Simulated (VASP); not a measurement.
A run of VASP 6.6.1 is set up as follows.

Contents of INCAR:

```
PREC = Accurate ; ENCUT = 520
EDIFF = 1E-6 ; ISMEAR = 0
SIGMA = 0.1 ; LREAL = F
LASPH = T ; NELM = 80
ALGO = Normal ; ISIF = 2
LWAVE = F ; LCHARG = F
GGA = PS ; NBANDS = 16
```

The input KPOINTS:

```
Automatic mesh
0
Gamma
  12 12 4
```

Contents of POSCAR:

```
C
1.0
    1.2280479700     -2.1270618200      0.0000000000
    1.2280479700      2.1270618200      0.0000000000
    0.0000000000      0.0000000000      7.1732677600
C
4
Direct
    0.0833794600      0.9166205400      0.7531376000
    0.5833794600      0.4166205400      0.2468624000
    0.9166205400      0.0833794600      0.2468624000
    0.4166205400      0.5833794600      0.7531376000
```

Potentials or basis: VASP PAW PBE potentials, release 64 (C).

Launch:

```bash
$ cat potpaw_PBE.64/C/POTCAR > POTCAR
$ mpirun -np 1 vasp_std > vasp.out
```

**Question.** Estimate the band gap on the k mesh.

**Answer.** 0.02 eV.

**Question.** What does it give for the largest force?

**Answer.** 0.025 eV/Å.

**Question.** What does it give for the pressure?

**Answer.** 1.6 GPa.

Forces on the atoms (eV/Å):
```
C    0.000  0.025 -0.003
C    0.000  0.025  0.003
C    0.000 -0.025  0.003
C    0.000 -0.025 -0.003
```

Caveat: the PAW data sets were made with another functional, which shifts forces and pressure a little; this functional lacks dispersion, which binds the layers, so the pressure and a relaxed spacing across them are unreliable. A k mesh can miss the band edges.
